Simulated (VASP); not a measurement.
# Al15GeO24 (a cell with a defect): single point with r2SCAN

The system is Al15GeO24 (a cell with a defect).

```
Al Ge O
1.0
     2.40394    1.38792    4.37421
    -4.80788    2.77583    8.74841
     0.00000   -5.55167    8.74841
Al Ge O
15 1 24
Cartesian
  0.0253 0.0295 8.5451
  -0.0030 0.0056 1.9519
  0.0109 0.0049 4.6120
  0.0151 -2.8158 12.8990
  -0.0071 -2.7822 15.5670
  0.0442 -2.7912 6.3125
  0.0271 -2.7907 9.0023
  -2.4428 1.3976 12.8976
  -2.3955 1.3990 15.5672
  -2.4105 1.4141 6.3100
  -2.4283 1.4135 8.9954
  -2.3992 -1.3894 17.2453
  -2.4054 -1.3877 19.9326
  -2.4269 -1.4060 10.6655
  -2.4136 -1.4084 13.3697
  0.0140 -0.0080 11.3149
  0.9384 -1.3836 5.4638
  1.6812 0.1206 7.6620
  -1.6634 -0.0469 5.4087
  0.7373 1.5004 5.4709
  -0.5739 -1.5099 7.6820
  -0.9435 1.3771 7.6480
  0.9369 -4.1670 9.8477
  1.6740 -2.6597 12.0301
  -1.6678 -2.8922 9.8179
  0.8068 -1.3015 9.8135
  -0.7343 -4.2797 12.0177
  -1.0023 -1.5214 12.0491
  -1.5343 -0.0399 9.7504
  -0.8306 1.6417 12.0372
  -4.0809 1.2871 9.8693
  -1.6738 2.8971 9.8366
  -3.1262 -0.1186 12.0185
  -3.3448 2.7931 12.0415
  -1.4711 -2.7762 14.2298
  -0.7546 -1.2892 16.3921
  -4.0647 -1.5113 14.2103
  -1.6735 0.1106 14.1880
  -3.1463 -2.8585 16.4011
  -3.2973 -0.0212 16.3816
```

| Item | Value |
| --- | --- |
| Program | VASP 6.6.1 |
| Task | single point |
| Functional | r2SCAN |
| Potentials or basis | VASP PAW PBE potentials, release 64 (Al, Ge_d, O) |
| Cutoff | 520 eV |
| k mesh | 1 × 1 × 1, shifted |
| Occupations | fermi-dirac, width 0.01 eV |
| Spin | collinear spin |
| Fixed moment | 1 μB |

| Property | Result |
| --- | --- |
| Pressure | -2.9 GPa |
| Largest force | 0.069 eV/Å |
| Net moment | 1.00 μB per cell |
| Site moments | Al -0.00, +0.00 (each value once); Ge +0.35; O -0.00, +0.00, +0.05, +0.11, +0.06, +0.12, +0.01 (each value once) μB |
| Valence electrons inside the program's atomic spheres | Al 0.69, 0.70, 0.68 (each value once); Ge 12.26; O 5.21, 5.19, 5.20, 5.18, 5.17, 5.22 (each value once) |

Forces in eV/Å, atoms in the order of the input:
```
Al  -0.005 -0.017  0.010
Al  -0.002 -0.005  0.046
Al  -0.009  0.004 -0.037
Al  -0.027  0.012  0.030
Al  -0.008 -0.006 -0.045
Al   0.004  0.017  0.045
Al  -0.001  0.021 -0.058
Al   0.027  0.009  0.022
Al   0.000  0.006 -0.047
Al  -0.007 -0.014  0.048
Al  -0.012 -0.028 -0.058
Al   0.008 -0.003  0.026
Al   0.002 -0.003 -0.047
Al   0.011  0.001  0.036
Al   0.020 -0.008 -0.058
Ge   0.042 -0.033  0.006
O    0.046 -0.007 -0.016
O    0.028  0.036  0.005
O   -0.003 -0.044 -0.006
O   -0.018  0.035 -0.016
O   -0.048 -0.048 -0.007
O   -0.024  0.023 -0.010
O    0.023  0.010 -0.002
O    0.019  0.016  0.000
O   -0.017 -0.030 -0.002
O   -0.028  0.033  0.047
O    0.020 -0.031  0.006
O    0.001  0.032  0.006
O    0.023  0.011  0.009
O    0.026  0.038  0.030
O   -0.019 -0.014  0.008
O   -0.019  0.033 -0.006
O   -0.008 -0.024 -0.003
O   -0.041 -0.004  0.005
O    0.022 -0.011  0.007
O    0.007  0.012  0.007
O   -0.011 -0.015 -0.001
O   -0.008  0.014  0.004
O    0.013 -0.013  0.006
O   -0.025 -0.002  0.008
```

Stress tensor (GPa, compression positive):
```
-2.69 -0.21  0.00
-0.21 -2.48 -0.12
 0.00 -0.12 -3.62
```

Run time: 18 min on 1 thread of Oxide Virtual Turin-like Processor, with other jobs on the host, peak memory 0.84 GiB.

Caveat: the k points lie up to 1.22 Å⁻¹ apart, too coarse for converged energies, forces and pressures; the PAW data sets were made with another functional, which shifts forces and pressure a little; the total moment is fixed, so each spin has its own Fermi level and the state may be an excited one.
